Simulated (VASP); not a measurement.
Set up this calculation in VASP 6.6.1, as the native input.

* Task: relaxation of cell and atoms
* Functional: LDA
* Potentials or basis: VASP PAW LDA potentials, release 64 (As)
* Cutoff: 600 eV
* k mesh: 9 × 9 × 9
* Occupations: methfessel-paxton, width 0.1 eV
* Spin: no spin polarisation
* Dipole correction: no
* Further INCAR settings: ALGO = Normal; EDIFF = 1e-06; IBRION = 2; EDIFFG = -0.01; NSW = 80; ISIF = 3

The structure of As lies in POSCAR:

```
As
1.0
   -1.6403256949      1.6403256949      1.6403256949
    1.6403256949     -1.6403256949      1.6403256949
    1.6403256949      1.6403256949     -1.6403256949
As
1
Direct
    0.0000000000      0.0000000000      0.0000000000
```

One way to write it, as run:

INCAR

```
PREC = Accurate
ENCUT = 600
EDIFF = 1E-6
ISMEAR = 1
SIGMA = 0.1
LREAL = False
LASPH = True
NELM = 80
ALGO = Normal
ISIF = 3
LWAVE = False
LCHARG = False
IBRION = 2
NSW = 80
EDIFFG = -0.01
```

KPOINTS

```
Automatic mesh
0
Gamma
  9 9 9
```

Potentials or basis: VASP PAW LDA potentials, release 64 (As).

Command:

```console
$ cat potpaw_LDA.64/As/POTCAR > POTCAR
$ mpirun -np 1 vasp_std > vasp.out
```

Results of the run:

```json
{
 "Relaxed volume": "17.90 Å³/atom",
 "Relaxed cell": "a = 2.854 Å, b = 2.854 Å, c = 2.854 Å, α = 109.47°, β = 109.47°, γ = 109.47°",
 "Space group after relaxing (to 0.05 Å)": "Im-3m (No. 229)",
 "Energy gained by relaxing": "1.2 meV/atom",
 "Ionic steps": "3",
 "Pressure after relaxing": "0.0 GPa"
}
```

Wall time 14 s on 1 thread of AMD EPYC 7R13 (shared host), peak memory 0.1 GiB.
